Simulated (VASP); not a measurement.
# Ti3S2 (R32) in VASP: a series of runs

Ti3S2 is run at these levels: PBE; tasks: single point.

Everything below comes from runs of VASP 6.6.1. Logs are shortened: lines on timing, memory, paths and dates and some standing lists are left out, and cuts for length are marked.

### 1 The cell of the first run

It takes space group R32 (No. 155, trigonal). The conventional cell has a = 5.426 Å, b = 5.426 Å, c = 9.713 Å, α = 90.00°, β = 90.00°, γ = 120.00°. Within 3.2 Å of Ti (site symmetry 2) lie 4 S at 2.42 to 2.44 Å and 6 Ti at 3.12 to 3.15 Å. S (site symmetry 3) has 6 Ti at 2.42 to 2.44 Å and 3 S at 3.13 Å within 3.2 Å.

### 2 Single point, PBE

File INCAR:

```
SYSTEM = Ti3S2
  PREC = Accurate
  ENCUT = 520
  EDIFF = 1E-6
  ISMEAR = -1
  SIGMA = 0.05
  LREAL = .False.
  LASPH = .True.
  NELM = 60
  ALGO = Normal
  ISIF = 2
  LWAVE = .False.
  LCHARG = .False.
  GGA = PE
  NBANDS = 32
```

File KPOINTS:

```
Automatic mesh
0
Gamma
  3 3 3
  0 0 0
```

File POSCAR:

```
Ti3S2
1.0
    2.7131140000      1.5664170000      3.2376180000
   -2.7131140000      1.5664170000      3.2376180000
    0.0000000000     -3.1328340000      3.2376180000
Ti S
3 2
Direct
    0.3356550000      0.6643450000      0.0000000000
    0.6643450000      0.0000000000      0.3356550000
    0.0000000000      0.3356550000      0.6643450000
    0.8321610000      0.8321610000      0.8321610000
    0.1678390000      0.1678390000      0.1678390000
```

Potentials or basis: VASP PAW PBE potentials, release 64 (Ti_sv, S).

Started as:

```console
$ cat potpaw_PBE.64/Ti_sv/POTCAR potpaw_PBE.64/S/POTCAR > POTCAR
$ mpirun -np 1 vasp_std > vasp.out
```

OUTCAR:

```text
SYSTEM = Ti3S2
   PREC = Accurate
   ENCUT = 520
   EDIFF = 1E-6
   ISMEAR = -1
   LREAL = .False.
   LASPH = .True.
   NELM = 60
   ISIF = 2
   GGA = PE

 ion  position               nearest neighbor table
   1  0.336  0.664  0.000-   4 2.42   5 2.42   5 2.44   4 2.44
   2  0.664  0.000  0.336-   4 2.42   5 2.42   5 2.44   4 2.44
   3  0.000  0.336  0.664-   5 2.42   4 2.42   5 2.44   4 2.44
   4  0.832  0.832  0.832-   1 2.42   2 2.42   3 2.42   2 2.44   3 2.44   1 2.44
   5  0.168  0.168  0.168-   1 2.42   3 2.42   2 2.42   3 2.44   2 2.44   1 2.44

  LATTYP: Found a trigonal (rhomboedric) cell.
 ALAT       =     4.5051992308
 COS(alpha) =     0.2746659292

  Lattice vectors:

 A1 = (   2.7131140000,   1.5664170000,   3.2376180000)
 A2 = (  -2.7131140000,   1.5664170000,   3.2376180000)
 A3 = (   0.0000000000,  -3.1328340000,   3.2376180000)

Analysis of symmetry for initial positions (statically):
=====================================================================
 Subroutine PRICEL returns:
 Original cell was already a primitive cell.

 Routine SETGRP: Setting up the symmetry group for a
 trigonal (rhombohedral) supercell.

 Subroutine GETGRP returns: Found  6 space group operations
 (whereof  6 operations were pure point group operations)
 out of a pool of 12 trial point group operations.

The static configuration has the point symmetry D_3 .

Analysis of symmetry for dynamics (positions and initial velocities):
=====================================================================
 Subroutine PRICEL returns:
 Original cell was already a primitive cell.

 Routine SETGRP: Setting up the symmetry group for a
 trigonal (rhombohedral) supercell.

 Subroutine GETGRP returns: Found  6 space group operations
 (whereof  6 operations were pure point group operations)
 out of a pool of 12 trial point group operations.

The dynamic configuration has the point symmetry D_3 .

 Subroutine INISYM returns: Found  6 space group operations
 (whereof  6 operations are pure point group operations),
 and found     1 'primitive' translations

----------------------------------------------------------------------------------------

                                     Primitive cell

  volume of cell :      82.5567
[... 73 lines left out ...]
   LASPH  =      T    aspherical Exc in radial PAW
   ENCUT  =  520.0 eV  38.22 Ry    6.18 a.u.   8.38  8.38  8.38*2*pi/ulx,y,z
   NELM   =     60;   NELMIN=  2; NELMDL= -5     # of ELM steps
   EDIFF  = 0.1E-05   stopping-criterion for ELM
   LREAL  =      F    real-space projection
   EDIFFG = 0.1E-04   stopping-criterion for IOM
   NSW    =      0    number of steps for IOM
   IBRION =     -1    ionic relax: 0-MD 1-quasi-New 2-CG
   NFREE  =      0    steps in history (QN), initial steepest desc. (CG)
   ISIF   =      2    stress and relaxation
   ISYM   =      2    0-nonsym 1-usesym 2-fastsym
   POTIM  = 0.5000    time-step for ionic-motion
   TEBEG  =    0.0;   TEEND  =   0.0 temperature during run
   PSTRESS=    0.0 pullay stress
   NELECT =      48.0000    total number of electrons
   NUPDOWN=      -1.0000    fix difference up-down
   EMIN   =  10.00;   EMAX   =-10.00  energy-range for DOS
   EFERMI =   0.00;   METHOD = LEGACY
   ISMEAR =    -1;   SIGMA  =   0.05  broadening in eV -4-tet -1-fermi 0-gaus
   EFERMI_NEDOS =   21; number of points for ismear=-14 and -15
   IALGO  =     38    algorithm
   IMIX   =      4    mixing-type and parameters
     AMIX     =   0.40;   BMIX     =  1.00
     AMIX_MAG =   1.60;   BMIX_MAG =  1.00
  volume/ion in A,a.u.               =      16.51       111.42
  Fermi-wavevector in a.u.,A,eV,Ry     =   1.366379  2.582082 25.401959  1.866991
  Thomas-Fermi vector in A             =   2.492525
   LORBIT       =      0    0 simple, 1 ext, 2 COOP (PROOUT), +10 PAW based schemes
   GGA     = PE    functional components
   LHFCALC =     F    Hartree Fock is set to
   AEXX    =    0.0000 exact exchange contribution
   IVDW    =     0    specifies the selected vdW correction
   LEPSILON=     F    determine dielectric tensor
   LRPA    =     F    only Hartree local field effects (RPA)
 non-spin polarized calculation
  energy-cutoff  :      520.00
  volume of cell :       82.56
 maximum number of plane-waves:      2238
 NGX is ok and might be reduce to    36
   NGX = 17   NGY = 17   NGZ = 17

 number of electron      47.9999995 magnetization

 Free energy of the ion-electron system (eV)
  ---------------------------------------------------
  ext. energy  EPLUGINS =         0.00000000
  ---------------------------------------------------
  free energy    TOTEN  =       -36.50027875 eV

  energy without entropy =      -36.47117212  energy(sigma->0) =      -36.48572544

 E-fermi :   8.5219     XC(G=0): -11.2353

 val. band max:        8.5174990255   @ k =   0.3333  -0.0000  -0.0000
 cond. band min:       8.5315204411   @ k =   0.0000   0.0000   0.0000
 fundamental gap:      0.0140214156
 Fermi energy:         8.5219149197

 k-point     1 :       0.0000    0.0000    0.0000
  band No.  band energies     occupation
      1     -48.4490      2.00000
      2     -48.4003      2.00000
      3     -48.4003      2.00000
      4     -24.8069      2.00000
      5     -24.8069      2.00000
      6     -24.7636      2.00000
[... 199 lines left out ...]
     31      10.9909      0.00000
     32      11.0488      0.00000

------------------------ aborting loop because EDIFF is reached ----------------------------------------

  FORCE on cell =-STRESS in cart. coord.  units (eV):
  Direction    XX          YY          ZZ          XY          YZ          ZX
  --------------------------------------------------------------------------------------
  -------------------------------------------------------------------------------------
  Total        0.2617329      0.2617329      0.1815632      0.0000000      0.0000000      0.0000000
  in kB        5.0794499      5.0794492      3.5235962      0.0000000      0.0000000      0.0000000
  external PRESSURE =       4.5608318 kB  Pullay stress =       0.0000000 kB

 VOLUME and BASIS-vectors are now :
 -----------------------------------------------------------------------------
  energy-cutoff  :      520.00
  volume of cell :       82.56
      direct lattice vectors                 reciprocal lattice vectors
     2.713114000  1.566417000  3.237618000     0.184290081  0.106399935  0.102956350
    -2.713114000  1.566417000  3.237618000    -0.184290081  0.106399935  0.102956350
     0.000000000 -3.132834000  3.237618000     0.000000000 -0.212799870  0.102956350

 POSITION                                       TOTAL-FORCE (eV/Angst)
 -----------------------------------------------------------------------------------
     -0.89177      1.56642      3.23762         0.004113      0.000000     -0.000000
      1.80244     -0.01091      3.23762        -0.002056     -0.003562     -0.000000
     -0.91067     -1.55551      3.23762        -0.002056      0.003562     -0.000000
      0.00000      0.00000      8.08266         0.000000      0.000000      0.006879
      0.00000      0.00000      1.63020         0.000000      0.000000     -0.006879
 -----------------------------------------------------------------------------------
    total drift:                               -0.000005      0.000000     -0.000000

  FREE ENERGIE OF THE ION-ELECTRON SYSTEM (eV)
  ---------------------------------------------------
  free  energy   TOTEN  =       -36.5002787548 eV

  energy  without entropy=      -36.4711721169  energy(sigma->0) =      -36.48572544
```

OSZICAR:

```text
N       E                     dE             d eps       ncg     rms          rms(c)
DAV:   1     0.622231184852E+03    0.62223E+03   -0.23714E+04   384   0.175E+03
DAV:   2     0.435635901691E+02   -0.57867E+03   -0.55894E+03   384   0.533E+02
DAV:   3    -0.331203253116E+02   -0.76684E+02   -0.74149E+02   600   0.166E+02
DAV:   4    -0.408890490110E+02   -0.77687E+01   -0.76788E+01   624   0.474E+01
DAV:   5    -0.412426206647E+02   -0.35357E+00   -0.35329E+00   552   0.918E+00    0.198E+01
DAV:   6    -0.364606360331E+02    0.47820E+01   -0.31206E+01   544   0.407E+01    0.747E+00
DAV:   7    -0.365003228678E+02   -0.39687E-01   -0.21421E+00   576   0.954E+00    0.491E+00
DAV:   8    -0.365000715204E+02    0.25135E-03   -0.18217E-01   496   0.260E+00    0.947E-01
DAV:   9    -0.364987162464E+02    0.13553E-02   -0.26469E-02   616   0.927E-01    0.478E-01
DAV:  10    -0.365002007272E+02   -0.14845E-02   -0.37070E-03   456   0.492E-01    0.790E-02
DAV:  11    -0.365002745195E+02   -0.73792E-04   -0.53139E-04   632   0.126E-01    0.398E-02
DAV:  12    -0.365002809723E+02   -0.64528E-05   -0.37920E-05   464   0.519E-02    0.135E-02
DAV:  13    -0.365002787406E+02    0.22317E-05   -0.92989E-06   496   0.187E-02    0.309E-03
DAV:  14    -0.365002787548E+02   -0.14187E-07   -0.86107E-07   312   0.979E-03
   1 F= -.36500279E+02 E0= -.36485725E+02  d E =-.291066E-01
```

Run time: 9.5 s. Hardware: 1 thread of Intel Xeon 6975P-C (Granite Rapids), shared host; peak memory 0.2 GiB.

Results:

```yaml
Free_energy: -36.5003 eV
Pressure: 0.5 GPa
Largest_force: 0.007 eV/Å
Band_gap_on_the_k_mesh: zero (band 24 reaches 8.61 eV, above the bottom of band 25 at 8.52 eV)
```

Forces in eV/Å, atoms in the order of the input:
```
Ti   0.004  0.000  0.000
Ti  -0.002 -0.004  0.000
Ti  -0.002  0.004  0.000
S    0.000  0.000  0.007
S    0.000  0.000 -0.007
```

Stress tensor (GPa, compression positive):
```
0.51 0.00 0.00
0.00 0.51 0.00
0.00 0.00 0.35
```

Caveat: the k points lie up to 0.50 Å⁻¹ apart.

### 3 Single point, PBE

File INCAR:

```
ALGO     = Normal         # electronic algorithm
EDIFF    = 1E-7           # SCF threshold, eV
ENCUT    = 520            # plane-wave cutoff, eV
GGA      = PE             # functional
ISIF     = 2              # what is computed and relaxed
ISMEAR   = -1             # smearing method
LASPH    = True           # aspherical terms in the spheres
LCHARG   = False          # write CHGCAR
LREAL    = False          # projectors in reciprocal space
LWAVE    = False          # write WAVECAR
NBANDS   = 32             # bands
NELM     = 80             # most SCF steps
PREC     = Accurate       # precision mode
SIGMA    = 0.05           # smearing width, eV
```

File KPOINTS:

```
k-points
0
Gamma
  5 5 5
```

POSCAR is that of step 2.

Potentials or basis: VASP PAW PBE potentials, release 64 (Ti_sv, S).

Started as:

```console
$ cat potpaw_PBE.64/Ti_sv/POTCAR potpaw_PBE.64/S/POTCAR > POTCAR
$ mpirun -np 1 vasp_std > vasp.out
```

It took 22 s on 1 thread of Intel Xeon 6975P-C (Granite Rapids), shared host; peak memory 0.21 GiB.

Results (log left out):

- Free energy: -36.5083 eV
- Pressure: 0.4 GPa
- Largest force: 0.039 eV/Å
- Band gap on the k mesh: zero (band 24 reaches 8.57 eV, above the bottom of band 25 at 8.43 eV)

Forces on the atoms (eV/Å):
```
Ti   0.030  0.000  0.000
Ti  -0.015 -0.026  0.000
Ti  -0.015  0.026  0.000
S    0.000  0.000 -0.039
S    0.000  0.000  0.039
```

Stress tensor (GPa, compression positive):
```
0.46 0.00 0.00
0.00 0.46 0.00
0.00 0.00 0.28
```

Levels at points of the mesh, in eV from the Fermi level:
```tsv
k point	band 22	band 23	band 24	band 25	band 26	band 27
(0.00, 0.00, 0.00)	-1.40	-0.01	-0.01	0.57	0.57	1.78
```

### 4 Single point, PBE

File INCAR:

```
SYSTEM = Ti3S2
PREC = Accurate ; ENCUT = 520
EDIFF = 1E-6 ; ISMEAR = -1
SIGMA = 0.05 ; LREAL = .False.
LASPH = .True. ; NELM = 60
ALGO = Normal ; ISIF = 2
LWAVE = .False. ; LCHARG = .False.
GGA = PE ; NBANDS = 32
```

File KPOINTS:

```
regular mesh
0
Gamma
  5 5 5
  0 0 0
```

POSCAR is that of step 3.

Started as:

```console
$ cat potpaw_PBE.64/Ti_sv/POTCAR potpaw_PBE.64/S/POTCAR > POTCAR
$ mpirun -np 1 vasp_std > vasp.out
```

Wall time 24 s (1 thread of Intel Xeon 6975P-C (Granite Rapids), shared host); peak memory 0.21 GiB.

The run converged. Its results:

| Quantity | Value |
| --- | --- |
| Free energy | -36.5083 eV |
| Pressure | 0.4 GPa |
| Largest force | 0.039 eV/Å |
| Band gap on the k mesh | zero (band 24 reaches 8.57 eV, above the bottom of band 25 at 8.43 eV) |

Forces in eV/Å, atoms in the order of the input:
```
Ti   0.029  0.000  0.000
Ti  -0.015 -0.025  0.000
Ti  -0.015  0.025  0.000
S    0.000  0.000 -0.039
S    0.000  0.000  0.039
```

Stress tensor (GPa, compression positive):
```
0.47 0.00 0.00
0.00 0.47 0.00
0.00 0.00 0.29
```

Levels at points of the mesh, in eV from the Fermi level:
| k point | band 21 | band 22 | band 23 | band 24 | band 25 | band 26 | band 27 | band 28 |
| --- | --- | --- | --- | --- | --- | --- | --- | --- |
| (0.00, 0.00, 0.00) | -2.14 | -1.40 | -0.01 | -0.01 | 0.57 | 0.57 | 1.78 | 1.78 |
